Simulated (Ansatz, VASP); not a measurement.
# One calculation of W, two programs

File INCAR:

```
SYSTEM = W
  PREC = Accurate
  ENCUT = 520
  EDIFF = 1E-6
  ISMEAR = 1
  SIGMA = 0.1
  LREAL = .FALSE.
  LASPH = .TRUE.
  NELM = 80
  ALGO = Normal
  ISIF = 2
  LWAVE = .FALSE.
  LCHARG = .FALSE.
  GGA = RP
  NBANDS = 13
```

Contents of KPOINTS:

```
Automatic mesh
0
G
  10 10 10
  0 0 0
```

POSCAR

```
W
1.0
    0.0000000000      2.0300000000      2.0300000000
    2.0300000000      0.0000000000      2.0300000000
    2.0300000000      2.0300000000      0.0000000000
W
1
Direct
    0.0000000000      0.0000000000      0.0000000000
```

Input for Ansatz:

```yaml
crystal:
  lattice:
    - [0.0, 2.03, 2.03]
    - [2.03, 0.0, 2.03]
    - [2.03, 2.03, 0.0]
  atoms:
    - { symbol: W, position: [0.0, 0.0, 0.0] }
basis:
  ecutwfc: 450.0
kpoints:
  mp_grid:
    grid: [10, 10, 10]
hamiltonian:
  xc: rpbe
scf:
  convergence:
    dr2_threshold: 1.0e-07
  mixing:
    algorithm: anderson
    preconditioner: none
  occupations:
    method: cold
output:
  forces: true
  stress: true
```

Alike in both runs: task single point; functional RPBE; k mesh 10 × 10 × 10; no spin polarisation.

```csv
,VASP,Ansatz
version,VASP 6.6.1,Ansatz 0.2.0
potentials or method,"VASP PAW PBE potentials, release 64 (W_sv), cutoff 520 eV","plane waves, PAW"
occupations,"methfessel-paxton of order 1, width 0.1 eV",cold
valence electrons in the cell,14,14
```

VASP gave:

```
pressure (GPa) : -0.5
```

Question: Which values does Ansatz return?

Answer: Pressure (GPa): -0.8.

VASP's potentials were made for PBE, not for RPBE. Ansatz's warnings: stress scf threshold loose.

Neither program's run includes spin-orbit coupling.
